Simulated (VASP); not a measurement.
# WS2 (Cmcm) in VASP: single point with r2SCAN

Aim: the single point of WS2 with r2SCAN.

Everything below comes from runs of VASP 6.6.1. Logs are shortened: lines on timing, memory, paths and dates and some standing lists are left out, and cuts for length are marked.

## 1. The cell of the first run

The structure is orthorhombic, space group Cmcm (No. 63). The conventional cell has a = 3.170 Å, b = 5.440 Å, c = 12.491 Å, α = 90.00°, β = 90.00°, γ = 90.00°. W (site symmetry m2m) has 6 S at 2.40 to 2.41 Å and 6 W at 3.15 to 3.17 Å within 3.2 Å. Within 3.2 Å of S (site symmetry m) lie 3 W at 2.40 to 2.41 Å and 7 S at 3.14 to 3.17 Å.

## 2. Single point, r2SCAN (uniaxial y strain -0.9%)

File POSCAR:

```
WS2
1.0
    3.1699446835      0.0000000000      0.0000000000
   -1.5849723417      2.7199963003      0.0000000000
    0.0000000000      0.0000000000     12.4911158561
W S
2 4
Direct
    0.3334303321      0.6668606643      0.2500000000
    0.6665696679      0.3331393357      0.7500000000
    0.3327414075      0.6654828150      0.6245021491
    0.6672585925      0.3345171850      0.1245021491
    0.3327414075      0.6654828150      0.8754978509
    0.6672585925      0.3345171850      0.3754978509
```

File INCAR.step1:

```
PREC     = Accurate       # precision mode
ENCUT    = 520            # plane-wave cutoff, eV
ISMEAR   = 0              # smearing method
SIGMA    = 0.01           # smearing width, eV
LREAL    = F              # projectors in reciprocal space
LASPH    = T              # aspherical terms in the spheres
NELM     = 80             # most SCF steps
NBANDS   = 35             # bands
GGA      = PE             # functional
ALGO     = Normal         # electronic algorithm
EDIFF    = 1E-4           # SCF threshold, eV
LWAVE    = T              # write WAVECAR
LCHARG   = F              # write CHGCAR
```

File INCAR.step2:

```
PREC     = Accurate       # precision mode
ENCUT    = 520            # plane-wave cutoff, eV
EDIFF    = 1E-6           # SCF threshold, eV
ISMEAR   = 0              # smearing method
SIGMA    = 0.01           # smearing width, eV
LREAL    = F              # projectors in reciprocal space
LASPH    = T              # aspherical terms in the spheres
NELM     = 80             # most SCF steps
ALGO     = Normal         # electronic algorithm
ISIF     = 2              # what is computed and relaxed
LWAVE    = F              # write WAVECAR
LCHARG   = F              # write CHGCAR
METAGGA  = R2SCAN         # meta-GGA
LMIXTAU  = T            
NBANDS   = 35             # bands
ISTART   = 1
```

File KPOINTS:

```
regular mesh
0
Gamma
  12 12 2
```

Potentials or basis: VASP PAW PBE potentials, release 64 (W_sv, S).

On the command line:

```bash
$ cat potpaw_PBE.64/W_sv/POTCAR potpaw_PBE.64/S/POTCAR > POTCAR
$ cp INCAR.step1 INCAR
$ mpirun -np 1 vasp_std > vasp.out
$ cp INCAR.step2 INCAR
$ mpirun -np 1 vasp_std > vasp.out
```

OUTCAR:

```text
PREC = Accurate
   ENCUT = 520
   EDIFF = 1E-6
   ISMEAR = 0
   LREAL = F
   LASPH = T
   NELM = 80
   ISIF = 2
   METAGGA = R2SCAN
   ISTART = 1

 ion  position               nearest neighbor table
   1  0.333  0.667  0.250-   4 2.40   6 2.40   4 2.41   6 2.41   4 2.41   6 2.41
   2  0.667  0.333  0.750-   3 2.40   5 2.40   3 2.41   5 2.41   3 2.41   5 2.41
   3  0.333  0.665  0.625-   2 2.40   2 2.41   2 2.41
   4  0.667  0.335  0.125-   1 2.40   1 2.41   1 2.41
   5  0.333  0.665  0.875-   2 2.40   2 2.41   2 2.41
   6  0.667  0.335  0.375-   1 2.40   1 2.41   1 2.41

  Warning from LATTYP: Monoclinic adjustment (A1->A3, A2->A1, A3->A2)!
  LATTYP: Found a base centered orthorhombic cell.
 ALAT       =     3.1699446835
 B/A-ratio  =     1.7161159401
 C/A-ratio  =     3.9404838580

  Lattice vectors:

 A1 = (   1.5849723417,  -2.7199963003,   0.0000000000)
 A2 = (   1.5849723418,   2.7199963003,   0.0000000000)
 A3 = (   0.0000000000,   0.0000000000,  12.4911158561)

Analysis of symmetry for initial positions (statically):
=====================================================================
 Subroutine PRICEL returns:
 Original cell was already a primitive cell.

 Routine SETGRP: Setting up the symmetry group for a
 base centered orthorhombic supercell.

 Subroutine GETGRP returns: Found  8 space group operations
 (whereof  4 operations were pure point group operations)
 out of a pool of  8 trial point group operations.

The static configuration has the point symmetry C_2h.
 The point group associated with its full space group is D_2h.

Analysis of symmetry for dynamics (positions and initial velocities):
=====================================================================
 Subroutine PRICEL returns:
 Original cell was already a primitive cell.

 Routine SETGRP: Setting up the symmetry group for a
 base centered orthorhombic supercell.

 Subroutine GETGRP returns: Found  8 space group operations
 (whereof  4 operations were pure point group operations)
 out of a pool of  8 trial point group operations.

The dynamic configuration has the point symmetry C_2h.
 The point group associated with its full space group is D_2h.

 Subroutine INISYM returns: Found  8 space group operations
 (whereof  4 operations are pure point group operations),
 and found     1 'primitive' translations

----------------------------------------------------------------------------------------

                                     Primitive cell

  volume of cell :     107.7014

[... 99 lines left out ...]
   NSW    =      0    number of steps for IOM
   IBRION =     -1    ionic relax: 0-MD 1-quasi-New 2-CG
   NFREE  =      0    steps in history (QN), initial steepest desc. (CG)
   ISIF   =      2    stress and relaxation
   ISYM   =      2    0-nonsym 1-usesym 2-fastsym
   POTIM  = 0.5000    time-step for ionic-motion
   TEBEG  =    0.0;   TEEND  =   0.0 temperature during run
   PSTRESS=    0.0 pullay stress
   NELECT =      52.0000    total number of electrons
   NUPDOWN=      -1.0000    fix difference up-down
   EMIN   =  10.00;   EMAX   =-10.00  energy-range for DOS
   EFERMI =   0.00;   METHOD = LEGACY
   ISMEAR =     0;   SIGMA  =   0.01  broadening in eV -4-tet -1-fermi 0-gaus
   EFERMI_NEDOS =   21; number of points for ismear=-14 and -15
   IALGO  =     38    algorithm
   IMIX   =      4    mixing-type and parameters
     AMIX     =   0.40;   BMIX     =  1.00
     AMIX_MAG =   1.60;   BMIX_MAG =  1.00
  volume/ion in A,a.u.               =      17.95       121.13
  Fermi-wavevector in a.u.,A,eV,Ry     =   1.284307  2.426988 22.442056  1.649445
  Thomas-Fermi vector in A             =   2.416509
   LORBIT       =      0    0 simple, 1 ext, 2 COOP (PROOUT), +10 PAW based schemes
   METAGGA = R2SCAN    functional components
   LHFCALC =     F    Hartree Fock is set to
   AEXX    =    0.0000 exact exchange contribution
   IVDW    =     0    specifies the selected vdW correction
   LEPSILON=     F    determine dielectric tensor
   LRPA    =     F    only Hartree local field effects (RPA)
 non-spin polarized calculation
 Gauss-broadening in eV      SIGMA  =   0.01
  energy-cutoff  :      520.00
  volume of cell :      107.70
 maximum number of plane-waves:      2922
   NGX = 11   NGY = 11   NGZ = 47

 number of electron      51.9999999 magnetization

 Free energy of the ion-electron system (eV)
  ---------------------------------------------------
  ext. energy  EPLUGINS =         0.00000000
  ---------------------------------------------------
  free energy    TOTEN  =      -140.12267835 eV

  energy without entropy =     -140.12267835  energy(sigma->0) =     -140.12267835

 E-fermi :   7.4415     XC(G=0): -11.5759

 val. band max:        7.1409666564   @ k =   0.0000   0.0000   0.0000
 cond. band min:       8.3140062981   @ k =   0.1667   0.1667   0.0000
 fundamental gap:      1.1730396417
 Fermi energy:         7.4414922456

 k-point     1 :       0.0000    0.0000    0.0000
  band No.  band energies     occupation
      1     -69.3988      2.00000
      2     -69.3988      2.00000
      3     -33.0086      2.00000
      4     -33.0085      2.00000
      5     -32.8320      2.00000
      6     -32.8320      2.00000
[... 901 lines left out ...]
     34      12.2249      0.00000
     35      12.6647      0.00000

 [... further k-points ...]

------------------------ aborting loop because EDIFF is reached ----------------------------------------

  FORCE on cell =-STRESS in cart. coord.  units (eV):
  Direction    XX          YY          ZZ          XY          YZ          ZX
  --------------------------------------------------------------------------------------
  -------------------------------------------------------------------------------------
  Total        1.4179928      2.6794477      0.9160523      0.0000000     -0.0000000      0.0000000
  in kB       21.0942160     39.8597558     13.6272943      0.0000000     -0.0000000      0.0000000
  external PRESSURE =      24.8604220 kB  Pullay stress =       0.0000000 kB

 VOLUME and BASIS-vectors are now :
 -----------------------------------------------------------------------------
  energy-cutoff  :      520.00
  volume of cell :      107.70
      direct lattice vectors                 reciprocal lattice vectors
     3.169944683  0.000000000  0.000000000     0.315462918  0.183823779  0.000000000
    -1.584972342  2.719996300  0.000000000     0.000000000  0.367647559  0.000000000
     0.000000000  0.000000000 12.491115856     0.000000000  0.000000000  0.080056899

 POSITION                                       TOTAL-FORCE (eV/Angst)
 -----------------------------------------------------------------------------------
     -0.00000      1.81386      3.12278        -0.000000     -0.003505     -0.000000
      1.58497      0.90614      9.36834         0.000000      0.003505      0.000000
      0.00000      1.81011      7.80073        -0.000000     -0.002128      0.030285
      1.58497      0.90989      1.55517         0.000000      0.002128      0.030285
      0.00000      1.81011     10.93595        -0.000000     -0.002128     -0.030285
      1.58497      0.90989      4.69039         0.000000      0.002128     -0.030285
 -----------------------------------------------------------------------------------
    total drift:                                0.000000     -0.000000      0.000000

  FREE ENERGIE OF THE ION-ELECTRON SYSTEM (eV)
  ---------------------------------------------------
  free  energy   TOTEN  =      -140.1226783494 eV

  energy  without entropy=     -140.1226783494  energy(sigma->0) =     -140.12267835
```

Run time: 28 min. Hardware: 1 thread of Oxide Virtual Turin-like, shared host; peak memory 0.37 GiB.

Results:

- Free energy: -140.1227 eV
- Pressure: 2.5 GPa
- Largest force: 0.030 eV/Å
- Band gap on the k mesh: 1.17 eV (least direct gap 1.96 eV)

Forces in eV/Å, atoms in the order of the input:
```
W    0.000 -0.004  0.000
W    0.000  0.004  0.000
S    0.000 -0.002  0.030
S    0.000  0.002  0.030
S    0.000 -0.002 -0.030
S    0.000  0.002 -0.030
```

Stress tensor (GPa, compression positive):
```
2.11 0.00 0.00
0.00 3.99 0.00
0.00 0.00 1.36
```

Caveat: the cell differs from its parent crystal (uniaxial y strain -0.9%); the PAW data sets were made with another functional, which shifts forces and pressure a little; spin-orbit coupling is left out, which moves the levels of the heavy elements.
